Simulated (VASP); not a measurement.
BaTiO3: single point with PBE

Crystal: BaTiO3.

```xyz
5
Lattice="4.1050 0.0000 0.0000 0.0000 4.1050 0.0000 0.0000 0.0000 4.0320" Properties=species:S:1:pos:R:3 pbc="T T T"
Ba    2.0525    2.0525    2.3506
Ti    0.0000    0.0000    0.3949
O     0.0000    2.0525    0.2584
O     2.0525    0.0000    0.2584
O     0.0000    0.0000    2.2213
```

This cell differs from its parent crystal: biaxial strain in the a-b plane: +3.0 %, then relaxed in part.

```
Program                : VASP 6.6.1
Task                   : single point
Functional             : PBE
Potentials or basis    : VASP PAW PBE potentials, release 64 (Ba_sv, Ti_sv, O)
Cutoff                 : 520 eV
k mesh                 : 8 × 8 × 6
Occupations            : gaussian, width 0.02 eV
Spin                   : no spin polarisation
Dipole correction      : no
Further INCAR settings : ALGO = Normal; EDIFF = 1e-07; NBANDS = 28
```

| Property | Result |
| --- | --- |
| Pressure | -3.1 GPa |
| Largest force | 0.079 eV/Å |
| Band gap on the k mesh | 1.70 eV, indirect (least direct gap 2.08 eV) |

Forces on the atoms (eV/Å):
```
Ba   0.000  0.000 -0.030
Ti   0.000  0.000 -0.079
O    0.000  0.000  0.015
O    0.000  0.000  0.015
O    0.000  0.000  0.079
```

Stress tensor (GPa, compression positive):
```
-5.42  0.00  0.00
 0.00 -5.42  0.00
 0.00  0.00  1.65
```

Levels at points of the mesh, in eV from the valence-band top:
```tsv
k point	band 17	band 18	band 19	band 20	band 21	band 22	band 23	band 24
(0.00, 0.00, 0.00)	-0.99	-0.47	-0.37	-0.37	1.70	2.14	2.14	3.61
(0.50, 0.00, 0.00)	-1.65	-1.49	-1.10	-0.97	2.22	3.22	3.31	3.88
(0.50, 0.50, 0.00)	-1.85	-1.20	-1.20	-0.09	3.33	3.33	3.62	4.47
(0.00, 0.00, 0.50)	-1.81	-1.79	-0.69	-0.69	1.86	3.54	3.54	3.61
(0.50, 0.00, 0.50)	-1.72	-0.85	-0.83	-0.21	3.24	3.55	3.77	4.38
(0.50, 0.50, 0.50)	-2.26	-0.12	-0.12	0.00	3.82	3.97	3.97	6.12
```

Wall time 3.7 min on 1 thread of AMD EPYC 7571 (shared host), peak memory 0.22 GiB.

Caveat: the cell differs from its parent crystal (biaxial strain in the a-b plane: +3.0 %, then relaxed in part); spin-orbit coupling is left out, which moves the levels of the heavy elements. A k mesh can miss the band edges.
